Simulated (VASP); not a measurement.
# TiP: single point with LDA

The system is TiP.

```xyz
2
Lattice="0.0000 2.7753 2.7753 2.7753 0.0000 2.7753 2.7753 2.7753 0.0000" Properties=species:S:1:pos:R:3 pbc="T T T"
Ti    2.7753    2.7753    2.7753
P     1.3877    1.3877    1.3877
```

```json
{
 "Program": "VASP 6.6.1",
 "Task": "single point",
 "Functional": "LDA",
 "Potentials or basis": "VASP PAW LDA potentials, release 64 (Ti_sv, P)",
 "Cutoff": "500 eV",
 "k mesh": "7 × 7 × 7",
 "Occupations": "methfessel-paxton, width 0.1 eV",
 "Spin": "no spin polarisation",
 "Dipole correction": "no",
 "Further INCAR settings": "ALGO = Normal; EDIFF = 1e-06; NBANDS = 16"
}
```

The pressure is -5.0 GPa.

Levels at points of the mesh, in eV from the Fermi level:
```
           k point  band 4  band 5  band 6  band 7  band 8  band 9  band 10  band 11  band 12  band 13
(0.00, 0.00, 0.00)  -33.34  -10.96   -2.62   -2.62   -2.62    0.44     0.44     3.58     4.85     4.85
```

Run time: 27 s on 1 thread of AMD EPYC 7R13 (shared host), peak memory 0.12 GiB.
